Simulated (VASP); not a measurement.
A run of VASP 6.6.1 is set up as follows.

File POSCAR:

```
SnP2
1.0
    3.9224456630      0.0000000000      0.0000000000
   -1.9612228315      3.3969375891      0.0000000000
    0.0000000000      0.0000000000      4.2351988056
Sn P
1 2
Direct
    0.0000000000      0.0000000000      0.0000000000
    0.3333333333      0.6666666667      0.5000000000
    0.6666666667      0.3333333333      0.5000000000
```

The input INCAR.step1:

```
  ALGO = Normal
  EDIFF = 1E-4
  ENCUT = 600
  GGA = PE
  ISMEAR = 0
  LASPH = T
  LCHARG = F
  LREAL = F
  LWAVE = T
  NELM = 60
  PREC = Accurate
  SIGMA = 0.1
```

Contents of INCAR.step2:

```
  ALGO = Normal
  EDIFF = 1E-7
  EDIFFG = -0.04
  ENCUT = 600
  IBRION = 2
  ISIF = 3
  ISMEAR = 0
  ISTART = 1
  LASPH = T
  LCHARG = F
  LMIXTAU = T
  LREAL = F
  LWAVE = F
  METAGGA = R2SCAN
  NELM = 60
  NSW = 90
  PREC = Accurate
  SIGMA = 0.1
```

Contents of KPOINTS:

```
k-points
0
Gamma
  6 6 4
```

Potentials or basis: VASP PAW PBE potentials, release 64 (Sn_d, P).

Command:

```sh
$ cat potpaw_PBE.64/Sn_d/POTCAR potpaw_PBE.64/P/POTCAR > POTCAR
$ cp INCAR.step1 INCAR
$ mpirun -np 1 vasp_std > vasp.out
$ cp INCAR.step2 INCAR
$ mpirun -np 1 vasp_std > vasp.out
```

**Question.** What does it give for the relaxed cell?

**Answer.** a = 4.240 Å, b = 4.240 Å, c = 3.848 Å, α = 90.00°, β = 90.00°, γ = 120.00°.

**Question.** Predict the relaxed volume.

**Answer.** 19.96 Å³/atom.

**Question.** Estimate the band gap on the k mesh.

**Answer.** Zero (band 12 reaches 9.07 eV, above the bottom of band 13 at 6.17 eV).

Step by step:
| step | energy change (eV) | largest force (eV/Å) | pressure (GPa) | volume (Å³) |
| --- | --- | --- | --- | --- |
| 1 | 0.0000 | 0.0000 | 8.35 | 56.43 |
| 2 | -0.2052 | 0.0000 | -2.62 | 64.75 |
| 3 | -0.2179 | 0.0000 | -0.89 | 62.96 |
| 4 | -0.2363 | 0.0000 | -0.68 | 62.24 |
| 5 | -0.2656 | 0.0000 | -0.54 | 60.91 |
| 6 | -0.2729 | 0.0000 | 1.29 | 58.12 |
| 7 | -0.2799 | 0.0000 | 0.20 | 59.52 |
| 8 | -0.2804 | 0.0000 | 0.35 | 59.32 |
| 9 | -0.2805 | 0.0000 | 0.51 | 59.11 |
| 10 | -0.2815 | 0.0000 | -0.26 | 59.89 |

Caveat: the k points lie up to 0.41 Å⁻¹ apart in the final cell; the PAW data sets were made with another functional, which shifts forces and pressure a little; spin-orbit coupling is left out, which moves the levels of the heavy elements.
